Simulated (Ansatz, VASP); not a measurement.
# Two plane-wave programs on Cs

```
CELL_PARAMETERS angstrom
0.00000 3.80466 3.80466
3.80466 0.00000 3.80466
3.80466 3.80466 0.00000
ATOMIC_POSITIONS crystal
Cs 0.00000 0.00000 0.00000
```

Alike in both runs: task single point; functional r2SCAN; k mesh 10 × 10 × 10; occupations gaussian, width 0.05 eV; no spin polarisation.

|  | VASP | Ansatz |
| --- | --- | --- |
| version | VASP 6.6.1 | Ansatz 0.2.0 |
| potentials or method | VASP PAW PBE potentials, release 64 (Cs_sv), cutoff 520 eV | scalar-relativistic, plane waves, PAW |
| valence electrons in the cell | 9 | 9 |

|  | VASP | Ansatz | Ansatz less VASP |
| --- | --- | --- | --- |
| gap on the k mesh at the Fermi level (eV) | none | none | - |
| pressure (GPa) | 0.3 | 0.3 | 0.00 |

VASP's potentials were made for PBE, not for r2SCAN. A gap of «none» marks a metal or a gap that the smearing closes.

Spin-orbit coupling is off throughout.
